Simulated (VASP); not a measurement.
# Ni (Fmmm) in VASP: single point with PBEsol

Aim: the single point of Ni with PBEsol.

Program: VASP 6.6.1. These are calculated values, not measurements. Logs are shortened: lines on timing, memory, paths and dates and some standing lists are left out, and cuts for length are marked.

## (1) The cell of the first run

Symmetry: Fmmm, No. 69, orthorhombic system. Conventional cell: a = 2.755 Å, b = 3.818 Å, c = 3.974 Å, α = 90.00°, β = 90.00°, γ = 90.00°. Within 3.1 Å of Ni (site symmetry mmm) lie 14 Ni at 2.35 to 2.76 Å.

## (2) Single point, PBEsol, collinear spin, ferromagnetic start (strain -0.0400 x Voigt [0, 0, 0, 0, 1, 0])

Input file INCAR:

```
PREC = Accurate ; ENCUT = 520
EDIFF = 1E-6 ; ISMEAR = 0
SIGMA = 0.15 ; LREAL = False
LASPH = True ; NELM = 150
ALGO = Normal ; ISIF = 2
LWAVE = False ; LCHARG = False
ISPIN = 2 ; MAGMOM = 0.6
LORBIT = 11 ; LMAXMIX = 4
GGA = PS ; NBANDS = 15
```

Input file KPOINTS:

```
regular mesh
0
Gamma
  30 30 30
```

Input file POSCAR:

```
Ni
1.0
   -1.4050885365      1.3775377809      1.4050885365
    1.3499870253     -1.3775377809      1.3499870253
    1.4050885365      1.3775377809     -1.4050885365
Ni
1
Direct
    0.0000000000      0.0000000000      0.0000000000
```

Potentials or basis: VASP PAW PBE potentials, release 64 (Ni).

Run with:

```sh
> cat potpaw_PBE.64/Ni/POTCAR > POTCAR
> mpirun -np 1 vasp_std > vasp.out
```

OUTCAR:

```text
PREC = Accurate
   ENCUT = 520
   EDIFF = 1E-6
   ISMEAR = 0
   LREAL = False
   LASPH = True
   NELM = 150
   ISIF = 2
   ISPIN = 2
   LORBIT = 11
   GGA = PS

 ion  position               nearest neighbor table
   1  0.000  0.000  0.000-

  LATTYP: Found a face centered orthorhombic cell.
 ALAT       =     2.7550755618
 B/A-ratio  =     1.3859292911
 C/A-ratio  =     1.4424978336

  Lattice vectors:

 A1 = (   2.7550755618,   0.0000000000,  -0.0551015112)
 A2 = (   1.4050885365,   1.3775377809,  -1.4050885365)
 A3 = (   1.3499870253,   1.3775377809,   1.3499870253)

Analysis of symmetry for initial positions (statically):
=====================================================================
 Subroutine PRICEL returns:
 Original cell was already a primitive cell.

 Routine SETGRP: Setting up the symmetry group for a
 face centered orthorhombic supercell.

 Subroutine GETGRP returns: Found  8 space group operations
 (whereof  8 operations were pure point group operations)
 out of a pool of  8 trial point group operations.

The static configuration has the point symmetry D_2h.

Analysis of symmetry for dynamics (positions and initial velocities):
=====================================================================
 Subroutine PRICEL returns:
 Original cell was already a primitive cell.

 Routine SETGRP: Setting up the symmetry group for a
 face centered orthorhombic supercell.

 Subroutine GETGRP returns: Found  8 space group operations
 (whereof  8 operations were pure point group operations)
 out of a pool of  8 trial point group operations.

The dynamic configuration has the point symmetry D_2h.

Analysis of structural, dynamic, and magnetic symmetry:
=====================================================================
 Subroutine PRICEL returns:
 Original cell was already a primitive cell.

 Routine SETGRP: Setting up the symmetry group for a
 face centered orthorhombic supercell.

 Subroutine GETGRP returns: Found  8 space group operations
 (whereof  8 operations were pure point group operations)
 out of a pool of  8 trial point group operations.

The overall configuration has the point symmetry D_2h.

 Subroutine INISYM returns: Found  8 space group operations
 (whereof  8 operations are pure point group operations),
 and found     1 'primitive' translations

----------------------------------------------------------------------------------------

                                     Primitive cell

  volume of cell :      10.4519

  direct lattice vectors                    reciprocal lattice vectors
    -1.405088537  1.377537781  1.405088537     0.007262234  0.362966451  0.363111696
     1.349987025 -1.377537781  1.349987025     0.370373930  0.000000000  0.370373930
     1.405088537  1.377537781 -1.405088537     0.363111696  0.362966451  0.007262234

  length of vectors
     2.417882944  2.354260027  2.417882944     0.513466151  0.523787835  0.513466151

  position of ions in fractional coordinates (direct lattice)
     0.000000000  0.000000000  0.000000000

  ion indices of the primitive-cell ions
   primitive index   ion index
                 1           1

----------------------------------------------------------------------------------------

 KPOINTS: regular mesh

Automatic generation of k-mesh.
 Grid dimensions read from file:
 generate k-points for:   30   30   30

 Generating k-lattice:

  Cartesian coordinates                     Fractional coordinates (reciprocal lattice)
     0.000242074  0.012098882  0.012103723     0.033333333  0.000000000  0.000000000
     0.012345798  0.000000000  0.012345798     0.000000000  0.033333333  0.000000000
     0.012103723  0.012098882  0.000242074    -0.000000000  0.000000000  0.033333333

  Length of vectors
     0.017115538  0.017459594  0.017115538

  Shift w.r.t. Gamma in fractional coordinates (k-lattice)
     0.000000000  0.000000000  0.000000000

 Subroutine IBZKPT returns following result:
 ===========================================

 Found   3736 irreducible k-points:

 Following reciprocal coordinates:
            Coordinates               Weight
  0.000000  0.000000  0.000000      1.000000
  0.033333  0.000000  0.000000      8.000000
  0.066667  0.000000  0.000000      8.000000
  0.100000  0.000000 -0.000000      8.000000
  0.133333  0.000000 -0.000000      8.000000
  0.166667  0.000000 -0.000000      8.000000
[... 16 lines left out ...]
  0.200000  0.033333  0.000000      8.000000
  0.233333  0.033333  0.000000      8.000000
 [... further k-points ...]
   k-points           NKPTS =   3736   k-points in BZ     NKDIM =   3736   number of bands    NBANDS=     15
   number of dos      NEDOS =    301   number of ions     NIONS =      1
   total plane-waves  NPLWV =   5832
   dimension x,y,z NGX =    18 NGY =   18 NGZ =   18
   dimension x,y,z NGXF=    36 NGYF=   36 NGZF=   36
   ions per type =               1
   NGX,Y,Z   is equivalent  to a cutoff of  12.38, 12.71, 12.38 a.u.
   NGXF,Y,Z  is equivalent  to a cutoff of  24.75, 25.42, 24.75 a.u.
 SYSTEM =  unknown system
   PREC   = accura    normal or accurate (medium, high low for compatibility)
   ISTART =      0    job   : 0-new  1-cont  2-samecut
   ICHARG =      2    charge: 1-file 2-atom 10-const
   ISPIN  =      2    spin polarized calculation?
   LNONCOLLINEAR =      F non collinear calculations
   LSORBIT =      F    spin-orbit coupling
   LASPH  =      T    aspherical Exc in radial PAW
   ENCUT  =  520.0 eV  38.22 Ry    6.18 a.u.   4.50  4.38  4.50*2*pi/ulx,y,z
   NELM   =    150;   NELMIN=  2; NELMDL= -5     # of ELM steps
   EDIFF  = 0.1E-05   stopping-criterion for ELM
   LREAL  =      F    real-space projection
   EDIFFG = 0.1E-04   stopping-criterion for IOM
   NSW    =      0    number of steps for IOM
   IBRION =     -1    ionic relax: 0-MD 1-quasi-New 2-CG
   NFREE  =      0    steps in history (QN), initial steepest desc. (CG)
   ISIF   =      2    stress and relaxation
   ISYM   =      2    0-nonsym 1-usesym 2-fastsym
   POTIM  = 0.5000    time-step for ionic-motion
   TEBEG  =    0.0;   TEEND  =   0.0 temperature during run
   PSTRESS=    0.0 pullay stress
   NELECT =      10.0000    total number of electrons
   NUPDOWN=      -1.0000    fix difference up-down
   EMIN   =  10.00;   EMAX   =-10.00  energy-range for DOS
   EFERMI =   0.00;   METHOD = LEGACY
   ISMEAR =     0;   SIGMA  =   0.15  broadening in eV -4-tet -1-fermi 0-gaus
   EFERMI_NEDOS =   21; number of points for ismear=-14 and -15
   IALGO  =     38    algorithm
   IMIX   =      4    mixing-type and parameters
     AMIX     =   0.40;   BMIX     =  1.00
     AMIX_MAG =   1.60;   BMIX_MAG =  1.00
  volume/ion in A,a.u.               =      10.45        70.53
  Fermi-wavevector in a.u.,A,eV,Ry     =   1.613154  3.048420 35.405987  2.602267
  Thomas-Fermi vector in A             =   2.708269
   LORBIT       =     11    0 simple, 1 ext, 2 COOP (PROOUT), +10 PAW based schemes
   GGA     = PS    functional components
   LHFCALC =     F    Hartree Fock is set to
   AEXX    =    0.0000 exact exchange contribution
   IVDW    =     0    specifies the selected vdW correction
   LEPSILON=     F    determine dielectric tensor
   LRPA    =     F    only Hartree local field effects (RPA)
 spin polarized calculation
 Gauss-broadening in eV      SIGMA  =   0.15
  energy-cutoff  :      520.00
  volume of cell :       10.45
 maximum number of plane-waves:       303
 NGX is ok and might be reduce to    18
   NGX =  9   NGY =  9   NGZ =  9

 number of electron      10.0000003 magnetization       0.5057761

 Free energy of the ion-electron system (eV)
  ---------------------------------------------------
  ext. energy  EPLUGINS =         0.00000000
  ---------------------------------------------------
  free energy    TOTEN  =        -6.03412933 eV

  energy without entropy =       -6.01520284  energy(sigma->0) =       -6.02466609

 E-fermi :   9.6265     XC(G=0): -13.6693

 val. band max:        9.6264582104   @ k =  -0.3333   0.1333   0.2333
 cond. band min:       9.6265834916   @ k =  -0.3000   0.3000   0.1000
 fundamental gap:      0.0001252812
 Fermi energy:         9.6264612660

 spin component 1

 k-point     1 :       0.0000    0.0000    0.0000
  band No.  band energies     occupation
      1       0.4220      1.00000
      2       7.0985      1.00000
      3       7.2560      1.00000
      4       7.4423      1.00000
      5       8.7595      1.00000
      6       8.7755      1.00000
      7      35.8020      0.00000
      8      36.4987      0.00000
      9      37.0175      0.00000
     10      41.1453      0.00000
     11      41.6640      0.00000
     12      42.2429      0.00000
     13      43.0078      0.00000
     14      43.4989      0.00000
     15      43.7079      0.00000

 k-point     2 :       0.0333    0.0000    0.0000
  band No.  band energies     occupation
      1       0.4696      1.00000
      2       7.1016      1.00000
      3       7.2617      1.00000
      4       7.4441      1.00000
      5       8.7495      1.00000
      6       8.7742      1.00000
      7      35.6453      0.00000
      8      36.2455      0.00000
      9      36.8772      0.00000
     10      40.7446      0.00000
     11      41.3500      0.00000
     12      41.9883      0.00000
     13      42.5811      0.00000
     14      43.3844      0.00000
     15      44.0331      0.00000
[... 365 lines left out ...]
      3       7.1877      1.00000
      4       8.1347      1.00000
      5       8.5133      1.00000
      6       8.8092      1.00000
      7      27.4808      0.00000
      8      32.6058      0.00000
      9      34.5535      0.00000
     10      35.5979      0.00000
     11      38.7903      0.00000
     12      41.1938      0.00000
     13      45.4695      0.00000
     14      47.9981      0.00000
     15      51.7336      0.00000

 k-point    24 :       0.2333    0.0333    0.0000
  band No.  band energies     occupation
      1       2.8877      1.00000
      2       6.7603      1.00000
      3       7.1667      1.00000
      4       8.3829      1.00000
      5       8.5142      1.00000
      6       8.8284      1.00000
      7      25.7232      0.00000
      8      31.8125      0.00000
      9      33.8495      0.00000
     10      35.1035      0.00000
     11      38.5495      0.00000
     12      41.9261      0.00000
     13      45.9377      0.00000
     14      49.4547      0.00000
     15      53.0541      0.00000

 [... further k-points ...]

 Fermi energy:         9.6264612660

 spin component 2

 k-point     1 :       0.0000    0.0000    0.0000
  band No.  band energies     occupation
      1       0.4296      1.00000
      2       7.6786      1.00000
      3       7.8434      1.00000
      4       8.0395      1.00000
      5       9.2265      0.99992
      6       9.2405      0.99986
      7      35.7434      0.00000
      8      36.4384      0.00000
      9      36.9610      0.00000
     10      41.1489      0.00000
     11      41.6319      0.00000
     12      42.4084      0.00000
     13      43.1718      0.00000
     14      43.6432      0.00000
     15      43.8640      0.00000

 k-point     2 :       0.0333    0.0000    0.0000
  band No.  band energies     occupation
      1       0.4772      1.00000
      2       7.6814      1.00000
      3       7.8491      1.00000
      4       8.0411      1.00000
      5       9.2158      0.99995
      6       9.2393      0.99987
      7      35.5930      0.00000
      8      36.1923      0.00000
      9      36.8258      0.00000
     10      40.7850      0.00000
     11      41.4305      0.00000
     12      42.0390      0.00000
     13      42.7159      0.00000
     14      43.5307      0.00000
     15      44.1646      0.00000
[... 365 lines left out ...]
      3       7.7145      1.00000
      4       8.7471      1.00000
      5       8.9938      1.00000
      6       9.2791      0.99947
      7      27.5821      0.00000
      8      32.5997      0.00000
      9      34.6522      0.00000
     10      35.6943      0.00000
     11      38.8767      0.00000
     12      41.2139      0.00000
     13      45.5096      0.00000
     14      48.0689      0.00000
     15      51.8921      0.00000

 k-point    24 :       0.2333    0.0333    0.0000
  band No.  band energies     occupation
      1       2.9189      1.00000
      2       7.3189      1.00000
      3       7.6585      1.00000
      4       8.9917      1.00000
      5       9.0155      1.00000
      6       9.3012      0.99892
      7      25.8448      0.00000
      8      31.8073      0.00000
      9      33.9745      0.00000
     10      35.1842      0.00000
     11      38.6346      0.00000
     12      41.9480      0.00000
     13      45.9818      0.00000
     14      49.5154      0.00000
     15      53.2402      0.00000

 [... further k-points ...]
[... 5 lines left out ...]
  --------------------------------------------------------------------------------------
  -------------------------------------------------------------------------------------
  Total        0.0303565      0.0549978      0.0303565      0.0000000      0.0000000      0.4418510
  in kB        4.6533445      8.4306110      4.6533445      0.0000000      0.0000000     67.7313300
  external PRESSURE =       5.9124333 kB  Pullay stress =       0.0000000 kB

 VOLUME and BASIS-vectors are now :
 -----------------------------------------------------------------------------
  energy-cutoff  :      520.00
  volume of cell :       10.45
      direct lattice vectors                 reciprocal lattice vectors
    -1.405088537  1.377537781  1.405088537     0.007262234  0.362966451  0.363111696
     1.349987025 -1.377537781  1.349987025     0.370373930  0.000000000  0.370373930
     1.405088537  1.377537781 -1.405088537     0.363111696  0.362966451  0.007262234

 POSITION                                       TOTAL-FORCE (eV/Angst)
 -----------------------------------------------------------------------------------
      0.00000      0.00000      0.00000         0.000000      0.000000      0.000000
 -----------------------------------------------------------------------------------
    total drift:                                0.000000     -0.000000      0.000000

  FREE ENERGIE OF THE ION-ELECTRON SYSTEM (eV)
  ---------------------------------------------------
  free  energy   TOTEN  =        -6.0341293301 eV

  energy  without entropy=       -6.0152028439  energy(sigma->0) =       -6.02466609

 total charge

# of ion       s       p       d       tot
------------------------------------------
    1        0.512   0.530   8.352   9.394

 magnetization (x)

# of ion       s       p       d       tot
------------------------------------------
    1       -0.004  -0.015   0.527   0.509
```

Run time: 20 min. Hardware: 1 thread of Oxide Virtual Turin-like, shared host; peak memory 0.86 GiB.

Results:

```yaml
Free_energy: -6.0341 eV
Pressure: 0.6 GPa
Net_moment: 0.51 μB per cell
Site_moments: Ni +0.51 μB
Valence_electrons_inside_the_program's_atomic_spheres: Ni 9.39
```

Stress tensor (GPa, compression positive):
```
0.47 0.00 6.77
0.00 0.84 0.00
6.77 0.00 0.47
```

Caveat: the cell differs from its parent crystal (strain -0.0400 x Voigt [0, 0, 0, 0, 1, 0]); the PAW data sets were made with another functional, which shifts forces and pressure a little.
